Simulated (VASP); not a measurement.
Ge, 4 atoms in the cell. The cell holds a slab with vacuum, 4 atoms: a = 4.013 Å, b = 4.013 Å, c = 20.096 Å, α = 90.00°, β = 90.00°, γ = 120.00°. 

| Quantity | Value |
| --- | --- |
| Program | VASP 6.6.1 |
| Task | single point |
| Functional | PBEsol |
| Potentials or basis | VASP PAW PBE potentials, release 64 (Ge_d) |
| Cutoff | 520 eV |
| k mesh | 9 × 9 × 1 |
| Occupations | fermi-dirac, width 0.02 eV |
| Spin | no spin polarisation |
| Dipole correction | yes |
| Further INCAR settings | ALGO = Normal; EDIFF = 1e-07; NBANDS = 36 |

Potentials or basis: VASP PAW PBE potentials, release 64 (Ge_d).

Run with:

```sh
$ cat potpaw_PBE.64/Ge_d/POTCAR > POTCAR
$ mpirun -np 1 vasp_std > vasp.out
```

Hardware: 1 thread of Intel Xeon 8259CL (shared host).

Q: How long does it take, and how much memory?

A: Wall time 5.1 min on 1 thread of Intel Xeon 8259CL (shared host), peak memory 0.4 GiB. Counts: scf iterations 24, k points 12.
